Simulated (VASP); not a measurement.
# YN (Fm-3m) in VASP: a series of runs

Runs on YN. Level: PBE. Tasks: single point.

All numbers are computed with VASP 6.6.1; they aren't measurements. Logs are shortened: lines on timing, memory, paths and dates and some standing lists are left out, and cuts for length are marked.

### Step 1. The cell of the first run

The structure is cubic, space group Fm-3m (No. 225). Conventional cell: a = 4.858 Å, b = 4.858 Å, c = 4.858 Å, α = 90.00°, β = 90.00°, γ = 90.00°. Within 3.2 Å of Y (site symmetry m-3m) lie 6 N at 2.43 Å. N (site symmetry m-3m) has 6 Y at 2.43 Å within 3.2 Å.

### Step 2. Single point, PBE

INCAR

```
SYSTEM = YN
PREC = Accurate
ENCUT = 600
EDIFF = 1E-6
ISMEAR = 0
SIGMA = 0.01
LREAL = .False.
LASPH = .True.
NELM = 120
ALGO = Normal
ISIF = 2
LWAVE = .False.
LCHARG = .False.
GGA = PE
NBANDS = 15
GGA_COMPAT = .False.
```

KPOINTS

```
Automatic mesh
0
Gamma
  8 8 8
  0 0 0
```

POSCAR

```
YN
1.0
    0.0000000000      2.4292301973      2.4292301973
    2.4292301973      0.0000000000      2.4292301973
    2.4292301973      2.4292301973      0.0000000000
Y N
1 1
Direct
    0.0000000000      0.0000000000      0.0000000000
    0.5000000000      0.5000000000      0.5000000000
```

Potentials or basis: VASP PAW PBE potentials, release 64 (Y_sv, N).

The run is started by

```console
$ cat potpaw_PBE.64/Y_sv/POTCAR potpaw_PBE.64/N/POTCAR > POTCAR
$ mpirun -np 1 vasp_std > vasp.out
```

OUTCAR:

```text
SYSTEM = YN
   PREC = Accurate
   ENCUT = 600
   EDIFF = 1E-6
   ISMEAR = 0
   LREAL = .False.
   LASPH = .True.
   NELM = 120
   ISIF = 2
   GGA = PE

 ion  position               nearest neighbor table
   1  0.000  0.000  0.000-   2 2.43   2 2.43   2 2.43   2 2.43   2 2.43   2 2.43
   2  0.500  0.500  0.500-   1 2.43   1 2.43   1 2.43   1 2.43   1 2.43   1 2.43

  LATTYP: Found a face centered cubic cell.
 ALAT       =     4.8584603946

  Lattice vectors:

 A1 = (   0.0000000000,   2.4292301973,   2.4292301973)
 A2 = (   2.4292301973,   0.0000000000,   2.4292301973)
 A3 = (   2.4292301973,   2.4292301973,   0.0000000000)

Analysis of symmetry for initial positions (statically):
=====================================================================
 Subroutine PRICEL returns:
 Original cell was already a primitive cell.

 Routine SETGRP: Setting up the symmetry group for a
 face centered cubic supercell.

 Subroutine GETGRP returns: Found 48 space group operations
 (whereof 48 operations were pure point group operations)
 out of a pool of 48 trial point group operations.

The static configuration has the point symmetry O_h .

Analysis of symmetry for dynamics (positions and initial velocities):
=====================================================================
 Subroutine PRICEL returns:
 Original cell was already a primitive cell.

 Routine SETGRP: Setting up the symmetry group for a
 face centered cubic supercell.

 Subroutine GETGRP returns: Found 48 space group operations
 (whereof 48 operations were pure point group operations)
 out of a pool of 48 trial point group operations.

The dynamic configuration has the point symmetry O_h .

 Subroutine INISYM returns: Found 48 space group operations
 (whereof 48 operations are pure point group operations),
 and found     1 'primitive' translations

----------------------------------------------------------------------------------------

                                     Primitive cell

  volume of cell :      28.6705

  direct lattice vectors                    reciprocal lattice vectors
     0.000000000  2.429230197  2.429230197    -0.205826521  0.205826521  0.205826521
     2.429230197  0.000000000  2.429230197     0.205826521 -0.205826521  0.205826521
     2.429230197  2.429230197  0.000000000     0.205826521  0.205826521 -0.205826521

  length of vectors
     3.435450291  3.435450291  3.435450291     0.356501992  0.356501992  0.356501992

  position of ions in fractional coordinates (direct lattice)
     0.000000000  0.000000000  0.000000000
     0.500000000  0.500000000  0.500000000

  ion indices of the primitive-cell ions
   primitive index   ion index
                 1           1
                 2           2

----------------------------------------------------------------------------------------

 KPOINTS: Automatic mesh

Automatic generation of k-mesh.
 Grid dimensions read from file:
 generate k-points for:    8    8    8

 Generating k-lattice:

  Cartesian coordinates                     Fractional coordinates (reciprocal lattice)
    -0.025728315  0.025728315  0.025728315     0.125000000  0.000000000  0.000000000
     0.025728315 -0.025728315  0.025728315     0.000000000  0.125000000  0.000000000
     0.025728315  0.025728315 -0.025728315     0.000000000  0.000000000  0.125000000

  Length of vectors
     0.044562749  0.044562749  0.044562749

  Shift w.r.t. Gamma in fractional coordinates (k-lattice)
     0.000000000  0.000000000  0.000000000

 Subroutine IBZKPT returns following result:
 ===========================================

 Found     29 irreducible k-points:

 Following reciprocal coordinates:
            Coordinates               Weight
  0.000000  0.000000  0.000000      1.000000
  0.125000  0.000000  0.000000      8.000000
  0.250000  0.000000  0.000000      8.000000
  0.375000  0.000000  0.000000      8.000000
  0.500000  0.000000  0.000000      4.000000
  0.125000  0.125000  0.000000      6.000000
[... 16 lines left out ...]
  0.500000  0.250000  0.125000     48.000000
 -0.375000  0.250000  0.125000     24.000000
 [... further k-points ...]
   k-points           NKPTS =     29   k-points in BZ     NKDIM =     29   number of bands    NBANDS=     15
   number of dos      NEDOS =    301   number of ions     NIONS =      2
   total plane-waves  NPLWV =  21952
   dimension x,y,z NGX =    28 NGY =   28 NGZ =   28
   dimension x,y,z NGXF=    56 NGYF=   56 NGZF=   56
   ions per type =               1   1
   NGX,Y,Z   is equivalent  to a cutoff of  13.55, 13.55, 13.55 a.u.
   NGXF,Y,Z  is equivalent  to a cutoff of  27.10, 27.10, 27.10 a.u.
 SYSTEM =  YN
   PREC   = accura    normal or accurate (medium, high low for compatibility)
   ISTART =      0    job   : 0-new  1-cont  2-samecut
   ICHARG =      2    charge: 1-file 2-atom 10-const
   ISPIN  =      1    spin polarized calculation?
   LNONCOLLINEAR =      F non collinear calculations
   LSORBIT =      F    spin-orbit coupling
   LASPH  =      T    aspherical Exc in radial PAW
   ENCUT  =  600.0 eV  44.10 Ry    6.64 a.u.   6.86  6.86  6.86*2*pi/ulx,y,z
   NELM   =    120;   NELMIN=  2; NELMDL= -5     # of ELM steps
   EDIFF  = 0.1E-05   stopping-criterion for ELM
   LREAL  =      F    real-space projection
   EDIFFG = 0.1E-04   stopping-criterion for IOM
   NSW    =      0    number of steps for IOM
   IBRION =     -1    ionic relax: 0-MD 1-quasi-New 2-CG
   NFREE  =      0    steps in history (QN), initial steepest desc. (CG)
   ISIF   =      2    stress and relaxation
   ISYM   =      2    0-nonsym 1-usesym 2-fastsym
   POTIM  = 0.5000    time-step for ionic-motion
   TEBEG  =    0.0;   TEEND  =   0.0 temperature during run
   PSTRESS=    0.0 pullay stress
   NELECT =      16.0000    total number of electrons
   NUPDOWN=      -1.0000    fix difference up-down
   EMIN   =  10.00;   EMAX   =-10.00  energy-range for DOS
   EFERMI =   0.00;   METHOD = LEGACY
   ISMEAR =     0;   SIGMA  =   0.01  broadening in eV -4-tet -1-fermi 0-gaus
   EFERMI_NEDOS =   21; number of points for ismear=-14 and -15
   IALGO  =     38    algorithm
   IMIX   =      4    mixing-type and parameters
     AMIX     =   0.40;   BMIX     =  1.00
     AMIX_MAG =   1.60;   BMIX_MAG =  1.00
  volume/ion in A,a.u.               =      14.34        96.74
  Fermi-wavevector in a.u.,A,eV,Ry     =   1.347833  2.547035 24.717083  1.816654
  Thomas-Fermi vector in A             =   2.475552
   LORBIT       =      0    0 simple, 1 ext, 2 COOP (PROOUT), +10 PAW based schemes
   GGA     = PE    functional components
   LHFCALC =     F    Hartree Fock is set to
   AEXX    =    0.0000 exact exchange contribution
   IVDW    =     0    specifies the selected vdW correction
   LEPSILON=     F    determine dielectric tensor
   LRPA    =     F    only Hartree local field effects (RPA)
 non-spin polarized calculation
 Gauss-broadening in eV      SIGMA  =   0.01
  energy-cutoff  :      600.00
  volume of cell :       28.67
 maximum number of plane-waves:       982
   NGX = 13   NGY = 13   NGZ = 13

 number of electron      16.0000001 magnetization

 Free energy of the ion-electron system (eV)
  ---------------------------------------------------
  ext. energy  EPLUGINS =         0.00000000
  ---------------------------------------------------
  free energy    TOTEN  =       -18.21635776 eV

  energy without entropy =      -18.21635776  energy(sigma->0) =      -18.21635776

 E-fermi :   4.3123     XC(G=0): -11.3371

 val. band max:        4.2704557052   @ k =   0.0000   0.0000   0.0000
 cond. band min:       4.4220732057   @ k =   0.5000   0.5000   0.0000
 fundamental gap:      0.1516175005
 Fermi energy:         4.3123479946

 k-point     1 :       0.0000    0.0000    0.0000
  band No.  band energies     occupation
      1     -36.4854      2.00000
      2     -16.1121      2.00000
      3     -16.1121      2.00000
      4     -16.1121      2.00000
      5      -8.6929      2.00000
      6       4.2705      2.00000
      7       4.2705      2.00000
      8       4.2705      2.00000
      9       7.4360      0.00000
     10       7.4360      0.00000
     11       7.4360      0.00000
     12       8.5952      0.00000
     13       9.4623      0.00000
     14       9.4623      0.00000
     15      15.1616      0.00000

 k-point     2 :       0.1250    0.0000    0.0000
  band No.  band energies     occupation
      1     -36.4666      2.00000
      2     -16.3149      2.00000
      3     -16.1253      2.00000
      4     -16.1253      2.00000
      5      -8.4122      2.00000
      6       3.3572      2.00000
      7       3.7587      2.00000
      8       3.7587      2.00000
      9       7.5532      0.00000
     10       7.8190      0.00000
     11       7.8190      0.00000
     12       9.4497      0.00000
     13      10.2444      0.00000
     14      10.2444      0.00000
     15      16.1666      0.00000

 k-point     3 :       0.2500    0.0000    0.0000
  band No.  band energies     occupation
      1     -36.4209      2.00000
      2     -16.7605      2.00000
      3     -16.1566      2.00000
      4     -16.1566      2.00000
      5      -7.7602      2.00000
      6       1.8133      2.00000
      7       2.8687      2.00000
      8       2.8687      2.00000
      9       7.9815      0.00000
     10       8.8040      0.00000
     11       8.8040      0.00000
     12      10.9902      0.00000
     13      11.9510      0.00000
     14      11.9510      0.00000
     15      18.1269      0.00000
[... 343 lines left out ...]
 k-point    23 :       0.5000    0.2500    0.1250
  band No.  band energies     occupation
      1     -36.3500      2.00000
      2     -17.0242      2.00000
      3     -16.4546      2.00000
      4     -16.2653      2.00000
      5      -7.4051      2.00000
      6       1.1459      2.00000
      7       2.3378      2.00000
      8       2.7714      2.00000
      9       7.6475      0.00000
     10      10.3417      0.00000
     11      10.7518      0.00000
     12      11.6309      0.00000
     13      13.5201      0.00000
     14      14.9445      0.00000
     15      17.5877      0.00000

 k-point    24 :      -0.3750    0.2500    0.1250
  band No.  band energies     occupation
      1     -36.3346      2.00000
      2     -17.1074      2.00000
      3     -16.4794      2.00000
      4     -16.2989      2.00000
      5      -7.3096      2.00000
      6       1.0374      2.00000
      7       2.3798      2.00000
      8       2.3979      2.00000
      9       8.8384      0.00000
     10       9.1659      0.00000
     11      11.2660      0.00000
     12      12.5267      0.00000
     13      14.0652      0.00000
     14      15.3557      0.00000
     15      17.1054      0.00000

 [... further k-points ...]
[... 5 lines left out ...]
  --------------------------------------------------------------------------------------
  -------------------------------------------------------------------------------------
  Total        0.8466406      0.8466406      0.8466406      0.0000000      0.0000000      0.0000000
  in kB       47.3122577     47.3122577     47.3122577      0.0000000      0.0000000      0.0000000
  external PRESSURE =      47.3122577 kB  Pullay stress =       0.0000000 kB

 VOLUME and BASIS-vectors are now :
 -----------------------------------------------------------------------------
  energy-cutoff  :      600.00
  volume of cell :       28.67
      direct lattice vectors                 reciprocal lattice vectors
     0.000000000  2.429230197  2.429230197    -0.205826521  0.205826521  0.205826521
     2.429230197  0.000000000  2.429230197     0.205826521 -0.205826521  0.205826521
     2.429230197  2.429230197  0.000000000     0.205826521  0.205826521 -0.205826521

 POSITION                                       TOTAL-FORCE (eV/Angst)
 -----------------------------------------------------------------------------------
      0.00000      0.00000      0.00000        -0.000000     -0.000000     -0.000000
      2.42923      2.42923      2.42923         0.000000      0.000000      0.000000
 -----------------------------------------------------------------------------------
    total drift:                                0.000000      0.000000      0.000000

  FREE ENERGIE OF THE ION-ELECTRON SYSTEM (eV)
  ---------------------------------------------------
  free  energy   TOTEN  =       -18.2163577553 eV

  energy  without entropy=      -18.2163577553  energy(sigma->0) =      -18.21635776
```

Run time: 39 s. Hardware: 1 thread of Intel Xeon 8259CL, shared host; peak memory 0.18 GiB.

Results:

```yaml
Free_energy: -18.2164 eV
Pressure: 4.7 GPa
Band_gap_on_the_k_mesh: 0.15 eV, indirect (least direct gap 0.53 eV)
```

A k mesh can miss the band edges.

(Part 1 of 3 ends here.)
